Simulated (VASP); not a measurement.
Input of a VASP 6.6.1 run:

File INCAR:

```
SYSTEM = PbO2
ALGO = Normal
EDIFF = 1E-7
ENCUT = 520
ISIF = 2
ISMEAR = 0
LASPH = .TRUE.
LCHARG = .FALSE.
LREAL = .FALSE.
LWAVE = .FALSE.
NBANDS = 35
NELM = 80
PREC = Accurate
SIGMA = 0.05
```

Contents of KPOINTS:

```
k-points
0
G
  6 6 8
  0 0 0
```

File POSCAR:

```
PbO2
1.0
    4.8907894507      0.0000000000      0.0000000000
    0.0000000000      4.8907894507      0.0000000000
    0.0000000000      0.0000000000      3.3849968099
Pb O
2 4
Direct
    0.0000000000      0.0000000000      0.0000000000
    0.5000000000      0.5000000000      0.5000000000
    0.3071878238      0.3071878238      0.0000000000
    0.8071878238      0.1928121762      0.5000000000
    0.1928121762      0.8071878238      0.5000000000
    0.6928121762      0.6928121762      0.0000000000
```

Potentials or basis: VASP PAW LDA potentials, release 64 (Pb_d, O).

The run is started by

```sh
$ cat potpaw_LDA.64/Pb_d/POTCAR potpaw_LDA.64/O/POTCAR > POTCAR
$ mpirun -np 1 vasp_std > vasp.out
```

(1) What does it give for the largest force?

(2) Predict the band gap on the k mesh.

(3) What does it give for the pressure?

Results:

(1) 0.009 eV/Å.

(2) 0.11 eV (least direct gap 0.27 eV).

(3) 3.5 GPa.

Caveat: the cell stands under pressure; spin-orbit coupling is left out, which moves the levels of the heavy elements.
